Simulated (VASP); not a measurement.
Runs of VASP 6.6.1 on Mo. The structure is that of space group Fm-3m (No. 225), or close to it. The cells are those of the table. 

| cell | k mesh | cutoff (eV) | gap on the mesh (eV) | pressure (GPa) |
| --- | --- | --- | --- | --- |
| a = 2.743 Å, angles 60.0°, 1 atom | 15 × 15 × 15 | 520 | none | (b) |
| a = 2.820 Å, angles 60.0°, 1 atom | 7 × 7 × 7 | 550 | none | 0.4 |
| a = 2.820 Å, angles 60.0°, 1 atom | 15 × 15 × 15 | 520 | none | 1.2 |
| a = 2.820 Å, angles 60.0°, 1 atom | 22 × 22 × 22 | 520 | none | 1.1 |
| a = 2.893 Å, angles 60.0°, 1 atom | 15 × 15 × 15 | 520 | none | (a) |

Alike in all rows: task single point; level r2SCAN; potentials or basis VASP PAW PBE potentials, release 64 (Mo_sv); no spin polarisation; smearing fermi-dirac 0.1 eV.

Problem. Fill in the values left out.

Solution. (a) -15.7; (b) 26.4.

Caveats: some runs use coarse meshes; the PAW data sets were made with another functional, which shifts forces and pressure a little.

A k mesh can miss the band edges, and the runs leave out spin-orbit coupling on Mo.

A gap of «none» marks levels without a gap at the run's occupations.
